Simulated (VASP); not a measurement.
# Dy3Be2Se (P6/mmm) in VASP: notebook

The runs below take Dy3Be2Se through single point, with PBE.

Everything below comes from runs of VASP 6.6.1. Logs are shortened: lines on timing, memory, paths and dates and some standing lists are left out, and cuts for length are marked.

### 1 The cell of the first run

The structure is hexagonal, space group P6/mmm (No. 191). The conventional cell has a = 5.590 Å, b = 5.590 Å, c = 4.418 Å, α = 90.00°, β = 90.00°, γ = 120.00°. Within 3.6 Å of Dy (site symmetry mmm) lie 4 Be at 2.74 Å and 4 Dy at 2.79 Å and 4 Se at 3.56 Å. Be (site symmetry -6m2) has 6 Dy at 2.74 Å and 3 Se at 3.23 Å and 3 Be at 3.23 Å within 3.6 Å. Se (site symmetry 6/mmm) has 6 Be at 3.23 Å and 12 Dy at 3.56 Å within 4.2 Å.

The cell was generated, and may not be a known phase.

### 2 Single point, PBE

INCAR reads:

```
SYSTEM = Dy3Be2Se
PREC     = Accurate       ! precision mode
ENCUT    = 600            ! plane-wave cutoff, eV
EDIFF    = 1E-6           ! SCF threshold, eV
ISMEAR   = 0              ! smearing method
SIGMA    = 0.1            ! smearing width, eV
LREAL    = .FALSE.        ! projectors in reciprocal space
LASPH    = .TRUE.         ! aspherical terms in the spheres
NELM     = 200            ! most SCF steps
ALGO     = Normal         ! electronic algorithm
ISIF     = 2              ! what is computed and relaxed
LWAVE    = .FALSE.        ! write WAVECAR
LCHARG   = .FALSE.        ! write CHGCAR
GGA      = PE             ! functional
NBANDS   = 28             ! bands
GGA_COMPAT= .FALSE.      
LMAXMIX  = 6              ! l up to which the mixer works
```

KPOINTS reads:

```
regular mesh
0
G
  6 6 4
  0 0 0
```

POSCAR reads:

```
Dy3Be2Se
1.0
    5.5899763800      0.0000000000      0.0000000000
   -2.7949881900      4.8410615600      0.0000000000
    0.0000000000      0.0000000000      4.4178575100
Dy Be Se
3 2 1
Direct
    0.5000000000      0.0000000000      0.5000000000
    0.0000000000      0.5000000000      0.5000000000
    0.5000000000      0.5000000000      0.5000000000
    0.3333333300      0.6666666700      0.0000000000
    0.6666666700      0.3333333300      0.0000000000
    0.0000000000      0.0000000000      0.0000000000
```

Potentials or basis: VASP PAW PBE potentials, release 64 (Dy_3, Be, Se), 4f in core.

The run is started by

```console
> cat potpaw_PBE.64/Dy_3/POTCAR potpaw_PBE.64/Be/POTCAR potpaw_PBE.64/Se/POTCAR > POTCAR
> mpirun -np 1 vasp_std > vasp.out
```

OUTCAR:

```text
SYSTEM = Dy3Be2Se
   PREC = Accurate
   ENCUT = 600
   EDIFF = 1E-6
   ISMEAR = 0
   LREAL = .FALSE.
   LASPH = .TRUE.
   NELM = 200
   ISIF = 2
   GGA = PE

 ion  position               nearest neighbor table
   1  0.500  0.000  0.500-   4 2.74   5 2.74   4 2.74   5 2.74   2 2.79   3 2.79   3 2.79   2 2.79

   2  0.000  0.500  0.500-   4 2.74   5 2.74   4 2.74   5 2.74   3 2.79   3 2.79   1 2.79   1 2.79

   3  0.500  0.500  0.500-   4 2.74   5 2.74   4 2.74   5 2.74   2 2.79   2 2.79   1 2.79   1 2.79

   4  0.333  0.667  0.000-   2 2.74   2 2.74   1 2.74   1 2.74   3 2.74   3 2.74
   5  0.667  0.333  0.000-   2 2.74   2 2.74   1 2.74   1 2.74   3 2.74   3 2.74
   6  0.000  0.000  0.000-

  LATTYP: Found a hexagonal cell.
 ALAT       =     5.5899763800
 C/A-ratio  =     0.7903177419

  Lattice vectors:

 A1 = (   5.5899763800,   0.0000000000,   0.0000000000)
 A2 = (  -2.7949881900,   4.8410615600,   0.0000000000)
 A3 = (   0.0000000000,   0.0000000000,   4.4178575100)

Analysis of symmetry for initial positions (statically):
=====================================================================
 Subroutine PRICEL returns:
 Original cell was already a primitive cell.

 Routine SETGRP: Setting up the symmetry group for a
 hexagonal supercell.

 Subroutine GETGRP returns: Found 24 space group operations
 (whereof 24 operations were pure point group operations)
 out of a pool of 24 trial point group operations.

The static configuration has the point symmetry D_6h.

Analysis of symmetry for dynamics (positions and initial velocities):
=====================================================================
 Subroutine PRICEL returns:
 Original cell was already a primitive cell.

 Routine SETGRP: Setting up the symmetry group for a
 hexagonal supercell.

 Subroutine GETGRP returns: Found 24 space group operations
 (whereof 24 operations were pure point group operations)
 out of a pool of 24 trial point group operations.

The dynamic configuration has the point symmetry D_6h.

 Subroutine INISYM returns: Found 24 space group operations
 (whereof 24 operations are pure point group operations),
 and found     1 'primitive' translations

----------------------------------------------------------------------------------------

                                     Primitive cell

  volume of cell :     119.5535

  direct lattice vectors                    reciprocal lattice vectors
     5.589976380  0.000000000  0.000000000     0.178891632  0.103283132  0.000000000
    -2.794988190  4.841061560  0.000000000     0.000000000  0.206566264  0.000000000
     0.000000000  0.000000000  4.417857510     0.000000000  0.000000000  0.226354064
[... 94 lines left out ...]
   ISIF   =      2    stress and relaxation
   ISYM   =      2    0-nonsym 1-usesym 2-fastsym
   POTIM  = 0.5000    time-step for ionic-motion
   TEBEG  =    0.0;   TEEND  =   0.0 temperature during run
   PSTRESS=    0.0 pullay stress
   NELECT =      37.0000    total number of electrons
   NUPDOWN=      -1.0000    fix difference up-down
   EMIN   =  10.00;   EMAX   =-10.00  energy-range for DOS
   EFERMI =   0.00;   METHOD = LEGACY
   ISMEAR =     0;   SIGMA  =   0.10  broadening in eV -4-tet -1-fermi 0-gaus
   EFERMI_NEDOS =   21; number of points for ismear=-14 and -15
   IALGO  =     38    algorithm
   IMIX   =      4    mixing-type and parameters
     AMIX     =   0.40;   BMIX     =  1.00
     AMIX_MAG =   1.60;   BMIX_MAG =  1.00
  volume/ion in A,a.u.               =      19.93       134.46
  Fermi-wavevector in a.u.,A,eV,Ry     =   1.107358  2.092603 16.684026  1.226241
  Thomas-Fermi vector in A             =   2.243871
   LORBIT       =      0    0 simple, 1 ext, 2 COOP (PROOUT), +10 PAW based schemes
   GGA     = PE    functional components
   LHFCALC =     F    Hartree Fock is set to
   AEXX    =    0.0000 exact exchange contribution
   IVDW    =     0    specifies the selected vdW correction
   LEPSILON=     F    determine dielectric tensor
   LRPA    =     F    only Hartree local field effects (RPA)
 non-spin polarized calculation
 Gauss-broadening in eV      SIGMA  =   0.10
  energy-cutoff  :      600.00
  volume of cell :      119.55
 maximum number of plane-waves:      4016
 NGX is ok and might be reduce to    48
   NGX = 23   NGY = 23   NGZ = 17

 number of electron      37.0000004 magnetization

 Free energy of the ion-electron system (eV)
  ---------------------------------------------------
  ext. energy  EPLUGINS =         0.00000000
  ---------------------------------------------------
  free energy    TOTEN  =       -19.97983767 eV

  energy without entropy =      -19.94718124  energy(sigma->0) =      -19.96350946

 E-fermi :   4.4664     XC(G=0): -10.3607

 val. band max:        4.4371395418   @ k =   0.1667   0.1667   0.2500
 cond. band min:       4.4845028574   @ k =   0.3333   0.1667   0.2500
 fundamental gap:      0.0473633156
 Fermi energy:         4.4663936855

 k-point     1 :       0.0000    0.0000    0.0000
  band No.  band energies     occupation
      1     -20.5546      2.00000
      2     -19.4301      2.00000
      3     -19.4301      2.00000
      4     -18.7008      2.00000
      5     -18.1242      2.00000
      6     -18.1242      2.00000
[... 640 lines left out ...]
     27       7.6690      0.00000
     28       8.3092      0.00000

------------------------ aborting loop because EDIFF is reached ----------------------------------------

  FORCE on cell =-STRESS in cart. coord.  units (eV):
  Direction    XX          YY          ZZ          XY          YZ          ZX
  --------------------------------------------------------------------------------------
  -------------------------------------------------------------------------------------
  Total       14.1813234     14.1813235      0.1343921      0.0000000     -0.0000000      0.0000000
  in kB      190.0487691    190.0487698      1.8010345      0.0000000     -0.0000000      0.0000000
  external PRESSURE =     127.2995244 kB  Pullay stress =       0.0000000 kB

 VOLUME and BASIS-vectors are now :
 -----------------------------------------------------------------------------
  energy-cutoff  :      600.00
  volume of cell :      119.55
      direct lattice vectors                 reciprocal lattice vectors
     5.589976380  0.000000000  0.000000000     0.178891632  0.103283132  0.000000000
    -2.794988190  4.841061560  0.000000000     0.000000000  0.206566264  0.000000000
     0.000000000  0.000000000  4.417857510     0.000000000  0.000000000  0.226354064

 POSITION                                       TOTAL-FORCE (eV/Angst)
 -----------------------------------------------------------------------------------
      2.79499      0.00000      2.20893        -0.000000     -0.000000      0.000000
     -1.39749      2.42053      2.20893        -0.000000     -0.000000      0.000000
      1.39749      2.42053      2.20893        -0.000000     -0.000000      0.000000
     -0.00000      3.22737      0.00000         0.000000     -0.000000      0.000000
      2.79499      1.61369      0.00000        -0.000000      0.000000      0.000000
      0.00000      0.00000      0.00000        -0.000000     -0.000000      0.000000
 -----------------------------------------------------------------------------------
    total drift:                               -0.000000     -0.000000     -0.000000

  FREE ENERGIE OF THE ION-ELECTRON SYSTEM (eV)
  ---------------------------------------------------
  free  energy   TOTEN  =       -19.9798376734 eV

  energy  without entropy=      -19.9471812370  energy(sigma->0) =      -19.96350946
```

It took 90 s on 1 thread of AMD EPYC 7R13 (Zen 3), shared host; peak memory 0.29 GiB.

What came out:

| Property | Result |
| --- | --- |
| Free energy | -19.9798 eV |
| Pressure | 12.7 GPa |
| Band gap on the k mesh | zero (an odd number of electrons rules out a gap without spin polarisation) |

Stress tensor (GPa, compression positive):
```
19.00  0.00  0.00
 0.00 19.00  0.00
 0.00  0.00  0.18
```

Caveat: the stress differs along the axes, from 0 to 19 GPa; spin-orbit coupling is left out, which moves the levels of the heavy elements; the 4f electrons are frozen in the core, so they carry no moment and show no levels; the run has no spin polarisation, though such a crystal can be magnetic.

### 3 Single point, PBE

This run uses another cell than the first one, of 25.22 Å³/atom.

INCAR reads:

```
SYSTEM = Dy3Be2Se
PREC = Accurate
ENCUT = 600
EDIFF = 1E-6
ISMEAR = 0
SIGMA = 0.1
LREAL = .False.
LASPH = .True.
NELM = 200
ALGO = Normal
ISIF = 2
LWAVE = .False.
LCHARG = .True.
GGA = PE
LELF = .True.
LVHAR = .True.
NBANDS = 28
GGA_COMPAT = .False.
LMAXMIX = 6
```

KPOINTS reads:

```
regular mesh
0
Gamma
  6 6 4
  0 0 0
```

POSCAR reads:

```
Dy3Be2Se
1.0
    6.6614947991      0.0000000000      0.0000000000
   -3.3307473995      5.7690237232      0.0000000000
    0.0000000000      0.0000000000      3.9373605951
Dy Be Se
3 2 1
Direct
    0.5000000000      0.0000000000      0.5000000000
    0.0000000000      0.5000000000      0.5000000000
    0.5000000000      0.5000000000      0.5000000000
    0.3333333333      0.6666666667      0.0000000000
    0.6666666667      0.3333333333      0.0000000000
    0.0000000000      0.0000000000      0.0000000000
```

Potentials or basis: VASP PAW PBE potentials, release 64 (Dy_3, Be, Se), 4f in core.

The run is started by

```console
> cat potpaw_PBE.64/Dy_3/POTCAR potpaw_PBE.64/Be/POTCAR potpaw_PBE.64/Se/POTCAR > POTCAR
> mpirun -np 1 vasp_std > vasp.out
```

OUTCAR:

```text
SYSTEM = Dy3Be2Se
   PREC = Accurate
   ENCUT = 600
   EDIFF = 1E-6
   ISMEAR = 0
   LREAL = .False.
   LASPH = .True.
   NELM = 200
   ISIF = 2
   GGA = PE

 ion  position               nearest neighbor table
   1  0.500  0.000  0.500-   4 2.75   5 2.75   4 2.75   5 2.75   3 3.33   3 3.33   2 3.33   2 3.33

   2  0.000  0.500  0.500-   4 2.75   5 2.75   4 2.75   5 2.75   3 3.33   3 3.33   1 3.33   1 3.33

   3  0.500  0.500  0.500-   4 2.75   5 2.75   4 2.75   5 2.75   1 3.33   1 3.33   2 3.33   2 3.33

   4  0.333  0.667  0.000-   1 2.75   1 2.75   2 2.75   2 2.75   3 2.75   3 2.75
   5  0.667  0.333  0.000-   1 2.75   1 2.75   2 2.75   2 2.75   3 2.75   3 2.75
   6  0.000  0.000  0.000-
[... 854 lines left out ...]
  Total        0.2416336      0.2416336      0.1733330      0.0000000      0.0000000     -0.0000000
  in kB        2.5585194      2.5585194      1.8353235      0.0000000      0.0000000     -0.0000000
  external PRESSURE =       2.3174541 kB  Pullay stress =       0.0000000 kB

 VOLUME and BASIS-vectors are now :
 -----------------------------------------------------------------------------
  energy-cutoff  :      600.00
  volume of cell :      151.31
      direct lattice vectors                 reciprocal lattice vectors
     6.661494799  0.000000000  0.000000000     0.150116457  0.086669777  0.000000000
    -3.330747399  5.769023723  0.000000000     0.000000000  0.173339554  0.000000000
     0.000000000  0.000000000  3.937360595     0.000000000  0.000000000  0.253977246

 POSITION                                       TOTAL-FORCE (eV/Angst)
 -----------------------------------------------------------------------------------
      3.33075      0.00000      1.96868        -0.000000      0.000000      0.000000
     -1.66537      2.88451      1.96868        -0.000000      0.000000      0.000000
      1.66537      2.88451      1.96868        -0.000000      0.000000      0.000000
     -0.00000      3.84602      0.00000         0.000000      0.000000      0.000000
      3.33075      1.92301      0.00000        -0.000000      0.000000      0.000000
      0.00000      0.00000      0.00000        -0.000000      0.000000      0.000000
 -----------------------------------------------------------------------------------
    total drift:                                0.000000      0.000000      0.000000

  FREE ENERGIE OF THE ION-ELECTRON SYSTEM (eV)
  ---------------------------------------------------
  free  energy   TOTEN  =       -22.3914878908 eV

  energy  without entropy=      -22.3633500756  energy(sigma->0) =      -22.37741898
```

stdout:

```text
POSCAR found type information on POSCAR DyBeSe
 POSCAR found :  3 types and       6 ions
 scaLAPACK will be used
 LDA part: xc-table for (Slater+PW92), standard interpolation
 POSCAR, INCAR and KPOINTS ok, starting setup
 FFT: planning ... GRIDC
 FFT: planning ... GRID_SOFT
 FFT: planning ... GRID
 WAVECAR not read
 entering main loop
```

It took 1.8 min on 1 thread of AMD EPYC 7R13 (Zen 3), shared host; peak memory 0.32 GiB.

Results:

* Free energy: -22.3915 eV
* Pressure: 0.2 GPa
* Band gap on the k mesh: zero (an odd number of electrons rules out a gap without spin polarisation)

Caveat: the k points lie up to 0.40 Å⁻¹ apart, too coarse for converged energies and pressures of a metal; spin-orbit coupling is left out, which moves the levels of the heavy elements; the 4f electrons are frozen in the core, so they carry no moment and show no levels; the run has no spin polarisation, though such a crystal can be magnetic. Spin polarisation is off, so any magnetic state and its effect on volume and gap are missing.

The gap in the log of VASP goes by the Fermi energy; the results here count the filled bands.